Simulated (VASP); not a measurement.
LuSb, 2 atoms in the cell. Symmetry: Fm-3m, No. 225, cubic system. Conventional cell: a = 6.035 Å, b = 6.035 Å, c = 6.035 Å, α = 90.00°, β = 90.00°, γ = 90.00°. Lu (site symmetry m-3m) has 6 Sb at 3.02 Å within 4.0 Å. Within 4.0 Å of Sb (site symmetry m-3m) lie 6 Lu at 3.02 Å. 

- Program: VASP 6.6.1
- Task: vibrations by perturbation theory
- Functional: PBEsol
- Potentials or basis: VASP PAW PBE potentials, release 64 (Lu, Sb)
- Cutoff: 520 eV
- k mesh: 10 × 10 × 10
- Occupations: fermi-dirac, width 0.1 eV
- Spin: no spin polarisation
- Dipole correction: no
- Further INCAR settings: ALGO = Normal; EDIFF = 1e-08; IBRION = 8; NSW = 1

Potentials or basis: VASP PAW PBE potentials, release 64 (Lu, Sb).

Run with:

```bash
$ cat potpaw_PBE.64/Lu/POTCAR potpaw_PBE.64/Sb/POTCAR > POTCAR
$ mpirun -np 1 vasp_std > vasp.out
```

Hardware: 1 thread of Oxide Virtual Turin-like Processor, with other jobs on the host.

Task: How long does it take, and how much memory?

Result: Wall time 17 min on 1 thread of Oxide Virtual Turin-like Processor (shared host), peak memory 0.37 GiB. Counts: scf iterations 73, k points 47.
